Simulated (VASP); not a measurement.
A run of VASP 6.6.1 is set up as follows.

Contents of INCAR:

```
PREC = Accurate
ENCUT = 520
EDIFF = 1E-6
ISMEAR = 0
SIGMA = 0.05
LREAL = F
LASPH = T
NELM = 80
ALGO = Normal
ISIF = 2
LWAVE = F
LCHARG = F
GGA = PE
NBANDS = 32
```

KPOINTS

```
regular mesh
0
Gamma
  18 18 1
```

POSCAR

```
Bi2Se3
1.0
    4.1429985900      0.0000000000      0.0000000000
   -2.0714993000      3.5879420300      0.0000000000
    0.0000000000      0.0000000000     19.9661818300
Bi Se
2 3
Direct
    0.3333333300      0.6666666700      0.5967623600
    0.6666666700      0.3333333300      0.4032376400
    0.0000000000      0.0000000000      0.5000000000
    0.3333333300      0.6666666700      0.3255504800
    0.6666666700      0.3333333300      0.6744495200
```

Potentials or basis: VASP PAW PBE potentials, release 64 (Bi_d, Se).

Run with:

```bash
$ cat potpaw_PBE.64/Bi_d/POTCAR potpaw_PBE.64/Se/POTCAR > POTCAR
$ mpirun -np 1 vasp_std > vasp.out
```

What does it give for the largest force?

0.240 eV/Å.

What does it give for the band gap on the k mesh?

0.88 eV (least direct gap 1.28 eV).

Forces in eV/Å, atoms in the order of the input:
```
Bi   0.000  0.000 -0.043
Bi   0.000  0.000  0.043
Se   0.000  0.000  0.000
Se   0.000  0.000 -0.240
Se   0.000  0.000  0.240
```

Caveat: spin-orbit coupling is left out, which moves the levels of the heavy elements.
